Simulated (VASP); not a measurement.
## In2O3: single point with r2SCAN

The system is In2O3.

```
In O
1.0
     2.75810    1.59239    4.86369
    -2.75810    1.59239    4.86369
     0.00000   -3.18478    4.86369
In O
4 6
Direct
  0.64308 0.64308 0.64308
  0.85692 0.85692 0.85692
  0.35692 0.35692 0.35692
  0.14308 0.14308 0.14308
  0.04688 0.75000 0.45312
  0.75000 0.45312 0.04688
  0.45312 0.04688 0.75000
  0.95312 0.25000 0.54688
  0.54688 0.95312 0.25000
  0.25000 0.54688 0.95312
```

```json
{"Program": "VASP 6.6.1", "Task": "single point", "Functional": "r2SCAN", "Potentials or basis": "VASP PAW PBE potentials, release 64 (In_d, O)", "Cutoff": "520 eV", "k mesh": "6 × 6 × 6", "Occupations": "fermi-dirac, width 0.01 eV", "Spin": "no spin polarisation", "Dipole correction": "no", "Further INCAR settings": "ALGO = Normal; EDIFF = 1e-06; NBANDS = 55"}
```

The pressure is 0.2 GPa, the largest force is 0.024 eV/Å and the band gap on the k mesh is 1.78 eV (least direct gap 1.82 eV).

Forces on the atoms (eV/Å):
```
In   0.000  0.000 -0.024
In   0.000  0.000  0.024
In   0.000  0.000  0.024
In   0.000  0.000 -0.024
O   -0.005 -0.008  0.000
O   -0.005  0.008  0.000
O    0.009  0.000  0.000
O    0.005  0.008  0.000
O   -0.009  0.000  0.000
O    0.005 -0.008  0.000
```

Levels at points of the mesh, in eV from the valence-band top:
```csv
k point,band 40,band 41,band 42,band 43,band 44,band 45,band 46,band 47,band 48,band 49
"(0.00, 0.00, 0.00)",-0.39,-0.26,-0.26,-0.04,-0.04,1.78,6.17,6.92,7.90,9.96
"(0.50, 0.00, 0.00)",-0.90,-0.72,-0.72,-0.06,-0.06,5.49,5.49,6.51,6.51,9.09
"(0.50, 0.50, 0.00)",-0.84,-0.55,-0.33,-0.08,-0.03,5.75,6.07,7.08,7.15,8.02
"(0.50, 0.50, 0.50)",-1.08,-0.19,-0.19,-0.19,-0.19,4.92,4.92,7.84,7.84,8.96
```

It took 42 min on 1 thread of Oxide Virtual Turin-like Processor (shared host), peak memory 0.42 GiB.

Caveat: the PAW data sets were made with another functional, which shifts forces and pressure a little; spin-orbit coupling is left out, which moves the levels of the heavy elements. A k mesh can miss the band edges.
